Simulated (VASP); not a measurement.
# Ta2N (P-31m) in VASP: notebook

Ta2N is run at these levels: LDA; tasks: single point.

All numbers are computed with VASP 6.6.1; they aren't measurements. Logs are shortened: lines on timing, memory, paths and dates and some standing lists are left out, and cuts for length are marked.

## Step 1: The cell of the first run

The structure is trigonal, space group P-31m (No. 162). The conventional cell has a = 5.376 Å, b = 5.376 Å, c = 4.619 Å, α = 90.00°, β = 90.00°, γ = 120.00°. Ta (site symmetry m) has 3 N at 2.04 to 2.35 Å and 2 Ta at 2.62 to 2.66 Å within 2.7 Å. Within 2.7 Å of N (site symmetry 32) lie 6 Ta at 2.04 Å. N (site symmetry -3m) has 6 Ta at 2.35 Å within 3.1 Å.

## Step 2: Single point, LDA

Input file INCAR:

```
SYSTEM = Ta2N
  ALGO = Normal
  EDIFF = 1E-7
  ENCUT = 520
  ISIF = 2
  ISMEAR = 0
  LASPH = .True.
  LCHARG = .True.
  LELF = .True.
  LREAL = .False.
  LVHAR = .True.
  LWAVE = .False.
  NBANDS = 50
  NELM = 80
  PREC = Accurate
  SIGMA = 0.15
```

Input file KPOINTS:

```
k-points
0
Gamma
  9 9 8
  0 0 0
```

Input file POSCAR:

```
Ta2N
1.0
    5.3763138840      0.0000000000      0.0000000000
   -2.6881569420      4.6560244023      0.0000000000
    0.0000000000      0.0000000000      4.6193288891
Ta N
6 3
Direct
    0.6191173904      0.6191173904      0.7526041962
    0.0000000000      0.3808826096      0.7526041962
    0.3808826096      0.0000000000      0.7526041962
    0.3808826096      0.3808826096      0.2473958038
    0.0000000000      0.6191173904      0.2473958038
    0.6191173904      0.0000000000      0.2473958038
    0.6666666667      0.3333333333      0.5000000000
    0.3333333333      0.6666666667      0.5000000000
    0.0000000000      0.0000000000      0.0000000000
```

Potentials or basis: VASP PAW LDA potentials, release 64 (Ta_pv, N).

The run is started by

```
> cat potpaw_LDA.64/Ta_pv/POTCAR potpaw_LDA.64/N/POTCAR > POTCAR
> mpirun -np 1 vasp_std > vasp.out
```

OUTCAR:

```text
SYSTEM = Ta2N
   EDIFF = 1E-7
   ENCUT = 520
   ISIF = 2
   ISMEAR = 0
   LASPH = .True.
   LREAL = .False.
   NELM = 80
   PREC = Accurate

 ion  position               nearest neighbor table
   1  0.619  0.619  0.753-   8 2.04   7 2.04   9 2.35   4 2.62   4 2.66   2 2.91   2 2.91   3 2.91
                             3 2.91   5 3.07   6 3.07   5 3.10   6 3.10   3 3.55   2 3.55
   2  0.000  0.381  0.753-   7 2.04   8 2.04   9 2.35   5 2.62   5 2.66   1 2.91   1 2.91   3 2.91
                             3 2.91   4 3.07   6 3.07   4 3.10   6 3.10   3 3.55   1 3.55
   3  0.381  0.000  0.753-   8 2.04   7 2.04   9 2.35   6 2.62   6 2.66   2 2.91   1 2.91   1 2.91
                             2 2.91   4 3.07   5 3.07   4 3.10   5 3.10   2 3.55   1 3.55
   4  0.381  0.381  0.247-   7 2.04   8 2.04   9 2.35   1 2.62   1 2.66   5 2.91   5 2.91   6 2.91
                             6 2.91   2 3.07   3 3.07   2 3.10   3 3.10   6 3.55   5 3.55
   5  0.000  0.619  0.247-   8 2.04   7 2.04   9 2.35   2 2.62   2 2.66   4 2.91   4 2.91   6 2.91
                             6 2.91   1 3.07   3 3.07   1 3.10   3 3.10   6 3.55   4 3.55
   6  0.619  0.000  0.247-   7 2.04   8 2.04   9 2.35   3 2.62   3 2.66   5 2.91   4 2.91   4 2.91
                             5 2.91   2 3.07   1 3.07   1 3.10   2 3.10   5 3.55   4 3.55
   7  0.667  0.333  0.500-   2 2.04   6 2.04   5 2.04   3 2.04   4 2.04   1 2.04
   8  0.333  0.667  0.500-   5 2.04   3 2.04   2 2.04   6 2.04   1 2.04   4 2.04
   9  0.000  0.000  0.000-   3 2.35   6 2.35   1 2.35   4 2.35   5 2.35   2 2.35

  LATTYP: Found a hexagonal cell.
 ALAT       =     5.3763138840
 C/A-ratio  =     0.8592000000

  Lattice vectors:

 A1 = (   5.3763138840,   0.0000000000,   0.0000000000)
 A2 = (  -2.6881569420,   4.6560244023,   0.0000000000)
 A3 = (   0.0000000000,   0.0000000000,   4.6193288891)

Analysis of symmetry for initial positions (statically):
=====================================================================
 Subroutine PRICEL returns:
 Original cell was already a primitive cell.

 Routine SETGRP: Setting up the symmetry group for a
 hexagonal supercell.

 Subroutine GETGRP returns: Found 12 space group operations
 (whereof 12 operations were pure point group operations)
 out of a pool of 24 trial point group operations.

The static configuration has the point symmetry D_3d.

Analysis of symmetry for dynamics (positions and initial velocities):
=====================================================================
 Subroutine PRICEL returns:
 Original cell was already a primitive cell.

 Routine SETGRP: Setting up the symmetry group for a
 hexagonal supercell.

 Subroutine GETGRP returns: Found 12 space group operations
 (whereof 12 operations were pure point group operations)
 out of a pool of 24 trial point group operations.

The dynamic configuration has the point symmetry D_3d.

[... 127 lines left out ...]
   ISMEAR =     0;   SIGMA  =   0.15  broadening in eV -4-tet -1-fermi 0-gaus
   EFERMI_NEDOS =   21; number of points for ismear=-14 and -15
   IALGO  =     38    algorithm
   IMIX   =      4    mixing-type and parameters
     AMIX     =   0.40;   BMIX     =  1.00
     AMIX_MAG =   1.60;   BMIX_MAG =  1.00
  volume/ion in A,a.u.               =      12.85        86.70
  Fermi-wavevector in a.u.,A,eV,Ry     =   1.453930  2.747530 28.761537  2.113913
  Thomas-Fermi vector in A             =   2.571140
   LORBIT       =      0    0 simple, 1 ext, 2 COOP (PROOUT), +10 PAW based schemes
   GGA     = CA    functional components
   LHFCALC =     F    Hartree Fock is set to
   AEXX    =    0.0000 exact exchange contribution
   IVDW    =     0    specifies the selected vdW correction
   LEPSILON=     F    determine dielectric tensor
   LRPA    =     F    only Hartree local field effects (RPA)
 non-spin polarized calculation
 Gauss-broadening in eV      SIGMA  =   0.15
  energy-cutoff  :      520.00
  volume of cell :      115.63
 maximum number of plane-waves:      3144
   NGX = 19   NGY = 19   NGZ = 17

 number of electron      80.9999997 magnetization

 Free energy of the ion-electron system (eV)
  ---------------------------------------------------
  ext. energy  EPLUGINS =         0.00000000
  ---------------------------------------------------
  free energy    TOTEN  =      -108.97062621 eV

  energy without entropy =     -108.91971566  energy(sigma->0) =     -108.94517094

 E-fermi :   7.2467     XC(G=0): -13.2687

 val. band max:        7.2436114466   @ k =  -0.2222  -0.4444   0.2500
 cond. band min:       7.2549930625   @ k =   0.0000   0.0000   0.5000
 fundamental gap:      0.0113816159
 Fermi energy:         7.2466722774

 k-point     1 :       0.0000    0.0000    0.0000
  band No.  band energies     occupation
      1     -28.0662      2.00000
      2     -27.9589      2.00000
      3     -27.5285      2.00000
      4     -27.5285      2.00000
      5     -27.3049      2.00000
      6     -27.1795      2.00000
[... 1261 lines left out ...]
     49      10.6544      0.00000
     50      10.9432      0.00000

 [... further k-points ...]

------------------------ aborting loop because EDIFF is reached ----------------------------------------

  FORCE on cell =-STRESS in cart. coord.  units (eV):
  Direction    XX          YY          ZZ          XY          YZ          ZX
  --------------------------------------------------------------------------------------
  -------------------------------------------------------------------------------------
  Total        9.5771611      9.5771611     26.3706226      0.0000000      0.0000000      0.0000000
  in kB      132.6992988    132.6992988    365.3862646      0.0000000      0.0000000      0.0000000
  external PRESSURE =     210.2616207 kB  Pullay stress =       0.0000000 kB

 VOLUME and BASIS-vectors are now :
 -----------------------------------------------------------------------------
  energy-cutoff  :      520.00
  volume of cell :      115.63
      direct lattice vectors                 reciprocal lattice vectors
     5.376313884  0.000000000  0.000000000     0.186001045  0.107387753  0.000000000
    -2.688156942  4.656024402  0.000000000     0.000000000  0.214775507  0.000000000
     0.000000000  0.000000000  4.619328889     0.000000000  0.000000000  0.216481663

 POSITION                                       TOTAL-FORCE (eV/Angst)
 -----------------------------------------------------------------------------------
      1.66428      2.88263      3.47653         2.966168      5.137554      2.280595
     -1.02387      1.77340      3.47653         2.966168     -5.137554      2.280595
      2.04774      0.00000      3.47653        -5.932336     -0.000000      2.280595
      1.02387      1.77340      1.14280        -2.966168     -5.137554     -2.280595
     -1.66428      2.88263      1.14280        -2.966168      5.137554     -2.280595
      3.32857      0.00000      1.14280         5.932336      0.000000     -2.280595
      2.68816      1.55201      2.30966        -0.000000      0.000000     -0.000000
     -0.00000      3.10402      2.30966         0.000000     -0.000000      0.000000
      0.00000      0.00000      0.00000        -0.000000      0.000000      0.000000
 -----------------------------------------------------------------------------------
    total drift:                                0.000000     -0.000000      0.000000

  FREE ENERGIE OF THE ION-ELECTRON SYSTEM (eV)
  ---------------------------------------------------
  free  energy   TOTEN  =      -108.9706262100 eV

  energy  without entropy=     -108.9197156628  energy(sigma->0) =     -108.94517094
```

Wall time 4.6 min (1 thread of Intel Xeon 6975P-C (Granite Rapids), shared host); peak memory 0.43 GiB.

What came out:

| Quantity | Value |
| --- | --- |
| Free energy | -108.9706 eV |
| Pressure | 21.0 GPa |
| Largest force | 6.356 eV/Å |
| Band gap on the k mesh | zero (an odd number of electrons rules out a gap without spin polarisation) |

Forces in eV/Å, atoms in the order of the input:
```
Ta   2.966  5.138  2.281
Ta   2.966 -5.138  2.281
Ta  -5.932  0.000  2.281
Ta  -2.966 -5.138 -2.281
Ta  -2.966  5.138 -2.281
Ta   5.932  0.000 -2.281
N    0.000  0.000  0.000
N    0.000  0.000  0.000
N    0.000  0.000  0.000
```

Caveat: the cell stands under pressure; spin-orbit coupling is left out, which moves the levels of the heavy elements; forces of over 1 eV/Å act on the atoms, so gaps and moduli don't describe the material at rest.

## Step 3: Single point, LDA

This run uses another cell than the first one, of the same volume but with other edges.

Input file INCAR:

```
SYSTEM = Ta2N
  PREC = Accurate
  ENCUT = 520
  EDIFF = 1E-6
  ISMEAR = 0
  SIGMA = 0.15
  LREAL = .FALSE.
  LASPH = .TRUE.
  NELM = 60
  ALGO = Normal
  ISIF = 2
  LWAVE = .FALSE.
  LCHARG = .TRUE.
  GGA = CA
  LELF = .TRUE.
  LVHAR = .TRUE.
  NBANDS = 50
```

Input file KPOINTS:

```
Automatic mesh
0
G
  9 9 8
  0 0 0
```

Input file POSCAR:

```
Ta2N
1.0
    5.2288597096      0.0000000000      0.0000000000
   -2.6144298548      4.5283253413      0.0000000000
    0.0000000000      0.0000000000      4.8835331142
Ta N
6 3
Direct
    0.6430231761      0.6430231761      0.7526041962
    0.0000000000      0.3569768239      0.7526041962
    0.3569768239      0.0000000000      0.7526041962
    0.3569768239      0.3569768239      0.2473958038
    0.0000000000      0.6430231761      0.2473958038
    0.6430231761      0.0000000000      0.2473958038
    0.6666666667      0.3333333333      0.5000000000
    0.3333333333      0.6666666667      0.5000000000
    0.0000000000      0.0000000000      0.0000000000
```

Potentials or basis: VASP PAW LDA potentials, release 64 (Ta_pv, N).

The run is started by

```
> cat potpaw_LDA.64/Ta_pv/POTCAR potpaw_LDA.64/N/POTCAR > POTCAR
> mpirun -np 1 vasp_std > vasp.out
```

OUTCAR:

```text
SYSTEM = Ta2N
   PREC = Accurate
   ENCUT = 520
   EDIFF = 1E-6
   ISMEAR = 0
   LREAL = .FALSE.
   LASPH = .TRUE.
   NELM = 60
   ISIF = 2
   GGA = CA

 ion  position               nearest neighbor table
   1  0.643  0.643  0.753-   7 2.09   8 2.09   9 2.22   4 2.84   4 2.89   3 2.92   3 2.92   2 2.92
                             2 2.92   6 3.05   5 3.05   6 3.09   5 3.09   2 3.23   3 3.23
   2  0.000  0.357  0.753-   7 2.09   8 2.09   9 2.22   5 2.84   5 2.89   3 2.92   3 2.92   1 2.92
                             1 2.92   6 3.05   4 3.05   6 3.09   4 3.09   1 3.23   3 3.23
   3  0.357  0.000  0.753-   8 2.09   7 2.09   9 2.22   6 2.84   6 2.89   1 2.92   2 2.92   2 2.92
                             1 2.92   4 3.05   5 3.05   4 3.09   5 3.09   2 3.23   1 3.23
   4  0.357  0.357  0.247-   8 2.09   7 2.09   9 2.22   1 2.84   1 2.89   6 2.92   6 2.92   5 2.92
                             5 2.92   3 3.05   2 3.05   3 3.09   2 3.09   5 3.23   6 3.23
   5  0.000  0.643  0.247-   8 2.09   7 2.09   9 2.22   2 2.84   2 2.89   6 2.92   6 2.92   4 2.92
                             4 2.92   3 3.05   1 3.05   3 3.09   1 3.09   4 3.23   6 3.23
   6  0.643  0.000  0.247-   7 2.09   8 2.09   9 2.22   3 2.84   3 2.89   5 2.92   4 2.92   4 2.92
                             5 2.92   2 3.05   1 3.05   1 3.09   2 3.09   5 3.23   4 3.23
   7  0.667  0.333  0.500-   6 2.09   2 2.09   3 2.09   5 2.09   1 2.09   4 2.09
[... 1483 lines left out ...]

  FORCE on cell =-STRESS in cart. coord.  units (eV):
  Direction    XX          YY          ZZ          XY          YZ          ZX
  --------------------------------------------------------------------------------------
  -------------------------------------------------------------------------------------
  Total        3.8891317      3.8891317      4.7457727      0.0000000      0.0000000      0.0000000
  in kB       53.8870587     53.8870587     65.7565121      0.0000000      0.0000000      0.0000000
  external PRESSURE =      57.8435431 kB  Pullay stress =       0.0000000 kB

 VOLUME and BASIS-vectors are now :
 -----------------------------------------------------------------------------
  energy-cutoff  :      520.00
  volume of cell :      115.63
      direct lattice vectors                 reciprocal lattice vectors
     5.228859710  0.000000000  0.000000000     0.191246286  0.110416095  0.000000000
    -2.614429855  4.528325341  0.000000000     0.000000000  0.220832190  0.000000000
     0.000000000  0.000000000  4.883533114     0.000000000  0.000000000  0.204769780

 POSITION                                       TOTAL-FORCE (eV/Angst)
 -----------------------------------------------------------------------------------
      1.68114      2.91182      3.67537         1.559570      2.701255      1.254773
     -0.93329      1.61651      3.67537         1.559570     -2.701255      1.254773
      1.86658      0.00000      3.67537        -3.119141     -0.000000      1.254773
      0.93329      1.61651      1.20817        -1.559570     -2.701255     -1.254773
     -1.68114      2.91182      1.20817        -1.559570      2.701255     -1.254773
      3.36228      0.00000      1.20817         3.119141     -0.000000     -1.254773
      2.61443      1.50944      2.44177        -0.000000     -0.000000      0.000000
     -0.00000      3.01888      2.44177        -0.000000     -0.000000      0.000000
      0.00000      0.00000      0.00000        -0.000000     -0.000000      0.000000
 -----------------------------------------------------------------------------------
    total drift:                               -0.000000      0.000000      0.000000

  FREE ENERGIE OF THE ION-ELECTRON SYSTEM (eV)
  ---------------------------------------------------
  free  energy   TOTEN  =      -112.9415402016 eV

  energy  without entropy=     -112.9184477447  energy(sigma->0) =     -112.92999397
```

stdout:

```text
POSCAR found type information on POSCAR TaN
 POSCAR found :  2 types and       9 ions
 scaLAPACK will be used
 LDA part: xc-table for (Slater(with rela. corr.)+CA(PZ))
 , standard interpolation
 POSCAR, INCAR and KPOINTS ok, starting setup
 FFT: planning ... GRIDC
 FFT: planning ... GRID_SOFT
 FFT: planning ... GRID
 WAVECAR not read
 entering main loop
```

Wall time 4.3 min (1 thread of Intel Xeon 6975P-C (Granite Rapids), shared host); peak memory 0.43 GiB.

Results:

```
Free energy            : -112.9415 eV
Pressure               : 5.8 GPa
Largest force          : 3.362 eV/Å
Band gap on the k mesh : zero (an odd number of electrons rules out a gap without spin polarisation)
```

Forces on the atoms (eV/Å):
```
Ta   1.560  2.701  1.255
Ta   1.560 -2.701  1.255
Ta  -3.119  0.000  1.255
Ta  -1.560 -2.701 -1.255
Ta  -1.560  2.701 -1.255
Ta   3.119  0.000 -1.255
N    0.000  0.000  0.000
N    0.000  0.000  0.000
N    0.000  0.000  0.000
```

Levels at points of the mesh, in eV from the Fermi level:
```
           k point  band 37  band 38  band 39  band 40  band 41  band 42  band 43  band 44  band 45  band 46
(0.00, 0.00, 0.00)    -1.79    -0.94    -0.71    -0.71    -0.43    -0.43    -0.21     0.73     0.73     2.12
(0.00, 0.00, 0.50)    -1.78    -1.78    -1.19    -1.19    -0.63     0.56     0.56     0.64     1.92     1.92
```

Caveat: the cell stands under pressure; spin-orbit coupling is left out, which moves the levels of the heavy elements; forces of over 1 eV/Å act on the atoms, so gaps and moduli don't describe the material at rest.

## Step 4: Single point, LDA

Input file INCAR:

```
SYSTEM = Ta2N
PREC = Accurate ; ENCUT = 520
EDIFF = 1E-6 ; ISMEAR = 0
SIGMA = 0.15 ; LREAL = .FALSE.
LASPH = .TRUE. ; NELM = 100
ALGO = Normal ; ISIF = 2
LWAVE = .FALSE. ; LCHARG = .TRUE.
GGA = CA ; LELF = .TRUE.
LVHAR = .TRUE. ; NBANDS = 50
```

KPOINTS is that of step 3.

Input file POSCAR:

```
Ta2N
1.0
    5.3378662704      0.0000000000      0.0000000000
   -2.6689331352      4.6227277921      0.0000000000
    0.0000000000      0.0000000000      4.6861127988
Ta N
6 3
Direct
    0.6191173904      0.6191173904      0.7526041962
    0.0000000000      0.3808826096      0.7526041962
    0.3808826096      0.0000000000      0.7526041962
    0.3808826096      0.3808826096      0.2473958038
    0.0000000000      0.6191173904      0.2473958038
    0.6191173904      0.0000000000      0.2473958038
    0.6666666667      0.3333333333      0.5000000000
    0.3333333333      0.6666666667      0.5000000000
    0.0000000000      0.0000000000      0.0000000000
```

The run is started by

```
> cat potpaw_LDA.64/Ta_pv/POTCAR potpaw_LDA.64/N/POTCAR > POTCAR
> mpirun -np 1 vasp_std > vasp.out
```

It took 3.3 min on 1 thread of Intel Xeon 6975P-C (Granite Rapids), shared host; peak memory 0.42 GiB.

Results (log left out):

| Property | Result |
| --- | --- |
| Free energy | -109.1783 eV |
| Pressure | 20.3 GPa |
| Largest force | 6.384 eV/Å |
| Band gap on the k mesh | zero (an odd number of electrons rules out a gap without spin polarisation) |

Forces in eV/Å, atoms in the order of the input:
```
Ta   2.991  5.180  2.233
Ta   2.991 -5.180  2.233
Ta  -5.981  0.000  2.233
Ta  -2.991 -5.180 -2.233
Ta  -2.991  5.180 -2.233
Ta   5.981  0.000 -2.233
N    0.000  0.000  0.000
N    0.000  0.000  0.000
N    0.000  0.000  0.000
```

Stress tensor (GPa, compression positive):
```
14.69  0.00  0.00
 0.00 14.69  0.00
 0.00  0.00 31.49
```

Levels at points of the mesh, in eV from the Fermi level:
```tsv
k point	band 38	band 39	band 40	band 41	band 42	band 43	band 44	band 45
(0.00, 0.00, 0.00)	-0.56	-0.56	-0.49	-0.49	-0.28	0.64	1.06	1.06
(0.00, 0.00, 0.50)	-0.52	-0.52	-0.35	0.06	0.06	0.22	1.37	2.34
```

Caveat: the cell stands under pressure; spin-orbit coupling is left out, which moves the levels of the heavy elements; forces of over 1 eV/Å act on the atoms, so gaps and moduli don't describe the material at rest.

(Continued in part 2 of 2.)
